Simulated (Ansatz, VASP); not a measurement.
# Ga3As3CO: VASP beside Ansatz

```
CELL_PARAMETERS angstrom
4.01370 0.00000 0.00000
0.00000 5.67623 0.00000
0.00000 0.00000 23.33527
ATOMIC_POSITIONS crystal
Ga 0.50000 0.50000 0.17141
Ga 0.00000 0.06538 0.26800
Ga 0.50000 0.48946 0.32285
As 0.00000 0.25000 0.17141
As 0.50000 0.81022 0.25049
As 0.00000 0.28876 0.35934
O 0.00000 0.95542 0.48361
C 0.00000 0.95542 0.53290
```

Alike in both runs: task single point; functional PBE; dispersion D3(BJ); k mesh 7 × 5 × 1; occupations gaussian, width 0.05 eV; no spin polarisation.

|  | VASP | Ansatz |
| --- | --- | --- |
| version | VASP 6.6.1 | Ansatz 0.2.0 |
| potentials or method | VASP PAW PBE potentials, release 64 (Ga_d, As, O, C), cutoff 520 eV | scalar-relativistic, plane waves, PAW |
| valence electrons in the cell | 64 | 94 |

VASP gave:

```
gap on the k mesh at the Fermi level (eV) : 0.40
least direct gap on the mesh (eV)         : 0.76
rms of the force components (eV/Å)        : 0.380
```

Q: Which values does Ansatz return?

A: gap on the k mesh at the Fermi level (eV): 0.41; least direct gap on the mesh (eV): 0.76; rms of the force components (eV/Å): 0.547.

One of these differences is far larger than is usual between the two programs; its cause wasn't traced. VASP's potentials hold 64 valence electrons a cell and Ansatz's 94, so a difference there can come from the potentials and not from the codes.

Noted on VASP's run: the standard files for N, O and F lose accuracy on very short bonds.
